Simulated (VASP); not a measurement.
ScAl3N4:

```xyz
16
Lattice="6.3740 0.0000 0.0000 -3.1870 5.5200 0.0000 0.0000 0.0000 4.9570" Properties=species:S:1:pos:R:3 pbc="T T T"
Sc    0.0000    1.8400    0.0000
Sc    3.1870    3.6800    2.4785
Al   -1.5935    4.6000    0.0000
Al    3.1870    1.8400    0.0000
Al    1.5935    4.6000    0.0000
Al    1.5935    0.9200    2.4785
Al    0.0000    3.6800    2.4785
Al    4.7805    0.9200    2.4785
N     0.0000    1.8400    1.8936
N    -1.5935    4.6000    1.8936
N     3.1870    1.8400    1.8936
N     1.5935    4.6000    1.8936
N     1.5935    0.9200    4.3721
N     0.0000    3.6800    4.3721
N     4.7805    0.9200    4.3721
N     3.1870    3.6800    4.3721
```

* Program: VASP 6.6.1
* Task: relaxation of cell and atoms
* Functional: LDA
* Potentials or basis: VASP PAW LDA potentials, release 64 (Sc_sv, Al, N)
* Cutoff: 600 eV
* k mesh: 4 × 4 × 5
* Occupations: gaussian, width 0.02 eV
* Spin: no spin polarisation

At the start: pressure 6.6 GPa; volume 10.90 Å³/atom.

Question: How do energy, volume and symmetry change on relaxing?

Answer: Over 16 steps the energy falls by 107.4 meV/atom and the volume is 11.06 Å³/atom (+1.5 %); space group P6_3mc (No. 186, to 0.1 Å) before and after.

The path:
```
step  energy change (eV)  largest force (eV/Å)  pressure (GPa)  volume (Å³)
   1              0.0000                3.8808            6.57       174.41
   2             -1.2275                1.0951           -8.74       185.90
   3             -1.5422                0.6548           -4.90       181.89
   4             -1.6849                0.1889            3.00       174.52
   5             -1.7065                0.1351            0.75       176.42
   6             -1.7147                0.0735           -0.11       177.23
   7             -1.7147                0.0655           -0.04       177.17
   8             -1.7165                0.0285           -0.16       177.23
   9             -1.7167                0.0393           -0.20       177.25
  10             -1.7180                0.0231            0.00       177.01
  11             -1.7182                0.0314            0.13       176.87
  12             -1.7184                0.0178           -0.04       177.00
  13             -1.7184                0.0162           -0.06       177.02
  14             -1.7185                0.0065            0.01       176.97
  15             -1.7185                0.0053            0.00       176.98
  16             -1.7185                0.0012            0.01       176.96
```

Final structure:
```xyz
16
Lattice="6.4084 0.0000 0.0000 -3.2042 5.5499 0.0000 0.0000 0.0000 4.9756" Properties=species:S:1:pos:R:3 pbc="T T T"
Sc    0.0000    1.8500    4.9045
Sc    3.2042    3.6999    2.4167
Al   -1.5640    4.6469    4.9714
Al    3.2042    1.8059    4.9714
Al    1.5640    4.6469    4.9714
Al    1.6402    0.9030    2.4836
Al    0.0000    3.7440    2.4836
Al    4.7682    0.9030    2.4836
N     0.0000    1.8500    2.0617
N    -1.5055    4.6807    1.8750
N     3.2042    1.7384    1.8750
N     1.5055    4.6807    1.8750
N     1.6987    0.8692    4.3628
N     0.0000    3.8114    4.3628
N     4.7098    0.8692    4.3628
N     3.2042    3.6999    4.5495
```
